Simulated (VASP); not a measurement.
# Si8O15 (a cell with a defect) in VASP: notebook, part 2 of 2

VASP 6.6.1. The steps go on from the part before.

### 3 Single point, PBE+D3(BJ)

INCAR

```
SYSTEM = Si8O15
PREC = Accurate
ENCUT = 520
EDIFF = 1E-7
ISMEAR = 0
SIGMA = 0.02
LREAL = Auto
LASPH = .TRUE.
NELM = 100
ALGO = Normal
ISIF = 2
LWAVE = .FALSE.
LCHARG = .TRUE.
GGA = PE
IVDW = 12
LELF = .TRUE.
LVHAR = .TRUE.
NBANDS = 78
NELECT = 120.0
```

KPOINTS

```
regular mesh
0
G
  2 2 2
  0 0 0
```

POSCAR

```
Si8O15
1.0
   -4.1929000000     -4.1929000000      0.0000000000
    4.1929000000     -4.1929000000      0.0000000000
    0.0000000000      0.0000000000      5.3408000000
Si O
8 15
Direct
    0.5385898509      0.5000000000      0.0000000000
   -0.0214949576      0.5000000000      0.2726624981
    0.4800935591      0.5000000000      0.5000000000
   -0.0214949576      0.5000000000      0.7273375019
    0.0046145180      0.0000000000      0.0000000000
    0.5015820233      0.0000000000      0.2477282929
    0.0090483790      0.0000000000      0.5000000000
    0.5015820233      0.0000000000      0.7522717071
   -0.1658146514      0.5000000000      0.0000000000
    0.0075415465      0.2027177372      0.2466260412
    0.0075415465      0.7972822628      0.2466260412
    0.1835456494      0.5000000000      0.5000000000
    0.0075415465      0.2027177372      0.7533739588
    0.7854268841      0.5000000000      0.5000000000
    0.0075415465      0.7972822628      0.7533739588
    0.6988705524      0.0000000000      0.0000000000
    0.4910562875      0.6891812902      0.2415033346
    0.3062449672      0.0000000000      0.0000000000
    0.4910562875      0.3108187098      0.2415033346
    0.7001045155      0.0000000000      0.5000000000
    0.4910562875      0.6891812902      0.7584966654
    0.3100103084      0.0000000000      0.5000000000
    0.4910562875      0.3108187098      0.7584966654
```

Potentials or basis: VASP PAW PBE potentials, release 64 (Si, O).

Started as:

```bash
cat potpaw_PBE.64/Si/POTCAR potpaw_PBE.64/O/POTCAR > POTCAR
mpirun -np 1 vasp_std > vasp.out
```

OUTCAR:

```text
SYSTEM = Si8O15
   PREC = Accurate
   ENCUT = 520
   EDIFF = 1E-7
   ISMEAR = 0
   LREAL = Auto
   LASPH = .TRUE.
   NELM = 100
   ISIF = 2
   GGA = PE
   IVDW = 12
   NELECT = 120.0
 IVDW          = 12

 ion  position               nearest neighbor table
   1  0.539  0.500  0.000-  17 1.73  19 1.73  21 1.73  23 1.73   9 1.75   3 2.69   3 2.69   2 2.99
                             4 2.99
   2  0.979  0.500  0.273-  14 1.67   9 1.69  12 1.72  10 1.78  11 1.78   4 2.43   4 2.91   1 2.99

   3  0.480  0.500  0.500-  12 1.76  17 1.78  19 1.78  21 1.78  23 1.78  14 1.81   1 2.69   1 2.69
[... 12 lines left out ...]
  10  0.008  0.203  0.247-   2 1.78   5 1.78   7 1.81
  11  0.008  0.797  0.247-   2 1.78   5 1.78   7 1.81
  12  0.184  0.500  0.500-   2 1.72   4 1.72   3 1.76
  13  0.008  0.203  0.753-   4 1.78   5 1.78   7 1.81
  14  0.785  0.500  0.500-   2 1.67   4 1.67   3 1.81
  15  0.008  0.797  0.753-   4 1.78   5 1.78   7 1.81
  16  0.699  0.000  0.000-   6 1.77   8 1.77   5 1.81
  17  0.491  0.689  0.242-   1 1.73   3 1.78   6 1.84
  18  0.306  0.000  0.000-   6 1.76   8 1.76   5 1.79
  19  0.491  0.311  0.242-   1 1.73   3 1.78   6 1.84
[... 223 lines left out ...]
  band No.  band energies     occupation
      1     -14.8201      2.00000
      2     -13.1736      2.00000
      3     -13.0172      2.00000
      4     -12.7493      2.00000
      5     -11.9271      2.00000
      6     -11.8756      2.00000
[... 589 lines left out ...]
     71      17.5863      0.00000
     72      17.5969      0.00000
 [bands above 72 left out]

------------------------ aborting loop because EDIFF is reached ----------------------------------------

 Edisp (eV)   -5.43477

 E8    (eV) :    -1.8830

  FORCE on cell =-STRESS in cart. coord.  units (eV):
  Direction    XX          YY          ZZ          XY          YZ          ZX
  --------------------------------------------------------------------------------------
  -------------------------------------------------------------------------------------
  Total     -27.85321   -27.85321   -12.24219     7.49269     0.00000     0.00000
  in kB    -237.64057  -237.64057  -104.44903    63.92684     0.00000     0.00000
  external pressure =     -193.24 kB  Pullay stress =        0.00 kB

 VOLUME and BASIS-vectors are now :
 -----------------------------------------------------------------------------
  energy-cutoff  :      520.00
  volume of cell :      187.79
      direct lattice vectors                 reciprocal lattice vectors
    -4.192900000 -4.192900000  0.000000000    -0.119249207 -0.119249207  0.000000000
     4.192900000 -4.192900000  0.000000000     0.119249207 -0.119249207  0.000000000
     0.000000000  0.000000000  5.340800000     0.000000000  0.000000000  0.187237867

 POSITION                                       TOTAL-FORCE (eV/Angst)
 -----------------------------------------------------------------------------------
     -0.16180     -4.35470      0.00000        -0.010495     -0.010495     -0.000000
     -2.00632     -6.19922      1.45624        -0.007794     -0.007794     -0.042856
      0.08347     -4.10943      2.67040        -0.000251     -0.000251     -0.000000
     -2.00632     -6.19922      3.88456        -0.007794     -0.007794      0.042856
     -0.01935     -0.01935      0.00000        -0.002499     -0.002499     -0.000000
     -2.10308     -2.10308      1.32307         0.008896      0.008896      0.001370
[... 15 lines left out ...]
     -1.29984     -1.29984      2.67040         0.006378      0.006378     -0.000000
     -0.75572     -3.36218      4.05098        -0.019446      0.014629     -0.002425
 -----------------------------------------------------------------------------------
    total drift:                                0.003660      0.003660     -0.000000

  FREE ENERGIE OF THE ION-ELECTRON SYSTEM (eV)
  ---------------------------------------------------
  free  energy   TOTEN  =      -198.3064855839 eV

  energy  without entropy=     -198.3064855839  energy(sigma->0) =     -198.30648558
```

OSZICAR:

```text
N       E                     dE             d eps       ncg     rms          rms(c)
DAV:   1     0.630728859293E+03    0.63073E+03   -0.66960E+04  1248   0.150E+03
DAV:   2    -0.171756845842E+03   -0.80249E+03   -0.78193E+03  1488   0.331E+02
DAV:   3    -0.209661780732E+03   -0.37905E+02   -0.37709E+02  1560   0.743E+01
DAV:   4    -0.210054503840E+03   -0.39272E+00   -0.39182E+00  1528   0.842E+00
DAV:   5    -0.210059566687E+03   -0.50628E-02   -0.50590E-02  1512   0.895E-01    0.339E+01
DAV:   6    -0.192967903182E+03    0.17092E+02   -0.63177E+01  1408   0.285E+01    0.155E+01
DAV:   7    -0.192863921980E+03    0.10398E+00   -0.24833E+00  1536   0.571E+00    0.575E+00
DAV:   8    -0.192857512018E+03    0.64100E-02   -0.14458E-01  1512   0.179E+00    0.228E+00
DAV:   9    -0.192870092070E+03   -0.12580E-01   -0.45424E-02  1536   0.114E+00    0.445E-01
DAV:  10    -0.192871339666E+03   -0.12476E-02   -0.61417E-03  1464   0.315E-01    0.262E-01
DAV:  11    -0.192871568950E+03   -0.22928E-03   -0.44750E-04  1432   0.101E-01    0.122E-01
DAV:  12    -0.192871694369E+03   -0.12542E-03   -0.20212E-04  1384   0.600E-02    0.181E-02
DAV:  13    -0.192871708733E+03   -0.14364E-04   -0.18365E-05  1432   0.188E-02    0.136E-02
DAV:  14    -0.192871710363E+03   -0.16293E-05   -0.47398E-06  1416   0.934E-03    0.493E-03
DAV:  15    -0.192871710777E+03   -0.41486E-06   -0.95390E-07  1432   0.479E-03    0.307E-03
DAV:  16    -0.192871710851E+03   -0.73962E-07   -0.23200E-07  1240   0.192E-03
   1 F= -.19830649E+03 E0= -.19830649E+03  d E =-.279895E-22
```

It took 2.2 min on 1 thread of Intel Xeon Platinum 8559C (Emerald Rapids), shared host; peak memory 0.31 GiB.

Results:

```
Free energy                : -198.3065 eV
Largest force              : 0.074 eV/Å
Dispersion energy per atom : -0.236 eV
```

Forces in eV/Å, atoms in the order of the input:
```
Si  -0.010 -0.010  0.000
Si  -0.008 -0.008 -0.043
Si   0.000  0.000  0.000
Si  -0.008 -0.008  0.043
Si  -0.002 -0.002  0.000
Si   0.009  0.009  0.001
Si  -0.010 -0.010  0.000
Si   0.009  0.009 -0.001
O    0.007  0.007  0.000
O    0.009 -0.003 -0.005
O   -0.003  0.009 -0.005
O   -0.034 -0.034  0.000
O    0.009 -0.003  0.005
O    0.052  0.052  0.000
O   -0.003  0.009  0.005
O   -0.017 -0.017  0.000
O    0.015 -0.019  0.002
O    0.014  0.014  0.000
O   -0.019  0.015  0.002
O   -0.011 -0.011  0.000
O    0.015 -0.019 -0.002
O    0.006  0.006  0.000
O   -0.019  0.015 -0.002
```

Caveat: the k points lie up to 0.59 Å⁻¹ apart; the cell carries a net charge on a neutralising background, which shifts energy and pressure; the cell is charged against a uniform background, so pressure and absolute levels hang on convention.

### 4 Single point, PBE+D3(BJ)

INCAR

```
ALGO = Normal ; EDIFF = 1E-6
ENCUT = 520 ; GGA = PE
ISIF = 2 ; ISMEAR = 0
IVDW = 12 ; LASPH = T
LCHARG = T ; LELF = T
LREAL = Auto ; LVHAR = T
LWAVE = F ; NBANDS = 78
NELECT = 120.0 ; NELM = 80
PREC = Accurate ; SIGMA = 0.02
```

KPOINTS

```
k-points
0
Gamma
  2 2 2
```

POSCAR

```
Si8O15
1.0
   -4.1929000000     -4.1929000000      0.0000000000
    4.1929000000     -4.1929000000      0.0000000000
    0.0000000000      0.0000000000      5.3408000000
Si O
8 15
Direct
    0.4618429965      0.5014470891      0.0014282504
    0.0219782251      0.5014394572      0.2740860920
    0.5203582246      0.5014650958      0.5014216971
    0.0219358916      0.5015020630      0.7288033628
   -0.0041731260      0.0015331871      0.0014406081
    0.4988565194      0.0014067829      0.2491737193
   -0.0085734217      0.0014633070      0.5013906156
    0.4988364855      0.0014776169      0.7536825944
    0.1662512819      0.5015557252      0.0014634512
   -0.0070264018      0.2042393093      0.2479843844
   -0.0069995707      0.7987396551      0.2480017975
    0.2150358940      0.5015829140      0.5014986519
   -0.0070352262      0.2042679291      0.7548150090
    0.8168905769      0.5015465430      0.5014364889
   -0.0070345107      0.7987664862      0.7548346690
    0.6942438408      0.0014090486      0.0014333059
    0.5093375707      0.6906822247      0.2429347663
    0.3015442772      0.0014596103      0.0014037223
    0.5093153903      0.3122911350      0.2429566732
    0.6904721076      0.0014785709      0.5014194503
    0.5093654750      0.6906858022      0.7599166791
    0.3003601326      0.0014235970      0.5014329314
    0.5093685754      0.3122916120      0.7598906531
```

Started as:

```bash
cat potpaw_PBE.64/Si/POTCAR potpaw_PBE.64/O/POTCAR > POTCAR
mpirun -np 1 vasp_std > vasp.out
```

Wall time 2.3 min (1 thread of Intel Xeon Platinum 8559C (Emerald Rapids), shared host); peak memory 0.31 GiB.

It converged, with:

```
Free energy                : -198.3067 eV
Largest force              : 0.070 eV/Å
Dispersion energy per atom : -0.236 eV
```

Forces on the atoms (eV/Å):
```
Si   0.017  0.006 -0.003
Si   0.013  0.001 -0.032
Si   0.006 -0.003  0.002
Si   0.010  0.005  0.039
Si  -0.005  0.009 -0.008
Si  -0.008 -0.011 -0.006
Si   0.009  0.011  0.006
Si  -0.017 -0.010  0.004
O   -0.016 -0.012 -0.002
O    0.003  0.000  0.006
O    0.002  0.004  0.003
O   -0.053 -0.045 -0.007
O   -0.001  0.000 -0.001
O    0.028  0.034 -0.004
O   -0.001  0.004 -0.002
O   -0.002 -0.013  0.001
O    0.013 -0.013  0.001
O    0.014  0.008  0.001
O   -0.021  0.018  0.001
O   -0.003 -0.008  0.003
O    0.013 -0.012  0.000
O    0.017  0.009 -0.004
O   -0.019  0.019  0.001
```

Levels at points of the mesh, in eV from the Fermi level:
| k point | band 57 | band 58 | band 59 | band 60 | band 61 | band 62 | band 63 | band 64 |
| --- | --- | --- | --- | --- | --- | --- | --- | --- |
| (0.00, 0.00, 0.00) | -1.40 | -1.30 | -0.87 | -0.11 | 1.93 | 5.74 | 5.83 | 6.19 |
| (0.50, 0.00, 0.00) | -1.77 | -1.30 | -0.76 | -0.51 | 2.29 | 5.52 | 5.80 | 6.83 |
| (0.00, 0.50, 0.00) | -1.69 | -1.58 | -1.08 | -0.79 | 2.72 | 6.09 | 6.54 | 6.67 |
| (0.50, 0.50, 0.00) | -1.31 | -1.21 | -1.11 | -0.94 | 2.64 | 5.93 | 6.65 | 7.46 |
| (0.00, 0.00, 0.50) | -1.25 | -1.11 | -0.73 | -0.64 | 3.00 | 4.44 | 6.51 | 7.53 |
| (0.50, 0.00, 0.50) | -0.89 | -0.82 | -0.73 | -0.61 | 2.89 | 4.46 | 6.34 | 8.07 |
| (0.00, 0.50, 0.50) | -1.37 | -1.05 | -0.99 | -0.69 | 3.24 | 5.37 | 6.92 | 7.39 |
| (0.50, 0.50, 0.50) | -1.34 | -1.21 | -1.15 | -1.11 | 3.31 | 5.26 | 6.51 | 8.48 |

Caveat: the k points lie up to 0.59 Å⁻¹ apart; the cell carries a net charge on a neutralising background, which shifts energy and pressure; the cell is charged against a uniform background, so pressure and absolute levels hang on convention.
